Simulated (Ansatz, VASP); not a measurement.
This is a calculation of CaCo for VASP 6.6.1.

The input INCAR:

```
PREC = Accurate
ENCUT = 520
EDIFF = 1E-6
ISMEAR = -1
SIGMA = 0.05
LREAL = False
LASPH = True
NELM = 150
ALGO = Normal
ISIF = 2
LWAVE = False
LCHARG = False
ISPIN = 2
MAGMOM = 0 2
LORBIT = 11
LMAXMIX = 4
GGA = PE
NBANDS = 20
```

KPOINTS

```
regular mesh
0
Gamma
  9 9 9
```

File POSCAR:

```
CaCo
1.0
    0.0000000000      2.6196155184      2.6196155184
    2.6196155184      0.0000000000      2.6196155184
    2.6196155184      2.6196155184      0.0000000000
Ca Co
1 1
Direct
    0.5000000000      0.5000000000      0.5000000000
    0.0000000000      0.0000000000      0.0000000000
```

Potentials or basis: VASP PAW PBE potentials, release 64 (Ca_sv, Co).

Launch:

```bash
$ cat potpaw_PBE.64/Ca_sv/POTCAR potpaw_PBE.64/Co/POTCAR > POTCAR
$ mpirun -np 1 vasp_std > vasp.out
```

Task: Translate it to Ansatz 0.2.0. Potentials there: all-electron LAPW, scalar-relativistic.

Result: As run (the cutoff follows the program's own potentials):

File input.yaml:

```yaml
crystal:
  lattice:
    - [0.0, 2.6196155184, 2.6196155184]
    - [2.6196155184, 0.0, 2.6196155184]
    - [2.6196155184, 2.6196155184, 0.0]
  atoms:
    - { symbol: Ca, position: [0.5, 0.5, 0.5] }
    - { symbol: Co, position: [0.0, 0.0, 0.0], spin: 2.0 }
kpoints:
  mp_grid: { grid: [9, 9, 9] }
scf:
  occupations: { method: fermi_dirac, width: 0.05 }
hamiltonian:
  xc: pbe
  pseudopotentials: { kind: all_electron, lapw: { basis_error: 0.0005 } }
magnetization:
  spin_polarized: true
output:
  forces: true
  stress: true
  eigenvalues: true
```

Potentials or basis: all-electron LAPW, scalar-relativistic.

The run is started by

```console
$ ansatz run input.yaml --threads 2 --pin off --max-ram 6144MiB --backend cpu --events-out ev --progress --plain --runs-dir out
```

Both were run:

|  | VASP | Ansatz | Ansatz less VASP |
| --- | --- | --- | --- |
| gap on the k mesh at the Fermi level (eV) | none | none | - |
| pressure (GPa) | 16.9 | 16.8 | -0.13 |
| net moment per atom (μB) | 0.51 | 0.52 | +0.005 |
| size of the moment on the site where the two differ most (μB) | 1.21 | 1.25 | +0.037 |

Site moments also hang on the region over which each program counts them. A gap of «none» marks a metal or a gap that the smearing closes. Ansatz ran all-electron here, and VASP with PAW potentials.
